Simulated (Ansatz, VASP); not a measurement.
# One calculation of BN, two programs

INCAR

```
SYSTEM = BN
ALGO     = Normal         ! electronic algorithm
EDIFF    = 1E-8           ! SCF threshold, eV
ENCUT    = 520            ! plane-wave cutoff, eV
GGA      = PE             ! functional
GGA_COMPAT= .False.      
ISIF     = 2              ! what is computed and relaxed
ISMEAR   = -1             ! smearing method
LASPH    = .True.         ! aspherical terms in the spheres
LCHARG   = .False.        ! write CHGCAR
LEFG     = .True.       
LREAL    = .False.        ! projectors in reciprocal space
LWAVE    = .False.        ! write WAVECAR
NBANDS   = 11             ! bands
NELM     = 120            ! most SCF steps
PREC     = Accurate       ! precision mode
SIGMA    = 0.02           ! smearing width, eV
```

KPOINTS

```
k-points
0
Gamma
  11 11 11
  0 0 0
```

The input POSCAR:

```
BN
1.0
    0.0000000000      1.8075000000      1.8075000000
    1.8075000000      0.0000000000      1.8075000000
    1.8075000000      1.8075000000      0.0000000000
B N
1 1
Direct
    0.0000000000      0.0000000000      0.0000000000
    0.7500000000      0.7500000000      0.7500000000
```

Input for Ansatz:

```yaml
crystal:
  lattice:
    - [0.0, 1.8075, 1.8075]
    - [1.8075, 0.0, 1.8075]
    - [1.8075, 1.8075, 0.0]
  atoms:
    - { symbol: B, position: [0.0, 0.0, 0.0] }
    - { symbol: "N", position: [0.75, 0.75, 0.75] }
kpoints:
  mp_grid: { grid: [11, 11, 11] }
  band_path:
    path:
      - [0.0, 0.0, 0.0]
      - [-0.5, -0.5, 0.0]
      - [-0.375, -0.375, 0.25]
      - [-0.375, 0.0, 0.375]
      - [0.0, 0.0, 0.0]
      - [0.0, 0.0, 0.5]
      - [-0.5, -0.25, 0.25]
      - [-0.5, -0.5, 0.0]
    npoints: 8
scf:
  occupations: { method: fermi_dirac, width: 0.02 }
hamiltonian:
  xc: pbe
  pseudopotentials: { kind: all_electron, datasets: crystal }
output:
  forces: true
  stress: true
  eigenvalues: true
  efg: { contact_densities: true }
```

Alike in both runs: task electric field gradients; functional PBE; k mesh 11 × 11 × 11; occupations fermi-dirac, width 0.02 eV; no spin polarisation.

|  | VASP | Ansatz |
| --- | --- | --- |
| version | VASP 6.6.1 | Ansatz 0.2.0 |
| potentials or method | VASP PAW PBE potentials, release 64 (B, N), cutoff 520 eV | all-electron PAW with datasets made for the crystal, scalar-relativistic |

```csv
,VASP,Ansatz,Ansatz less VASP
gap on the k mesh at the Fermi level (eV),4.56,4.57,+0.008
pressure (GPa),3.3,3.0,-0.26
```

Ansatz ran all-electron here, and VASP with PAW potentials.
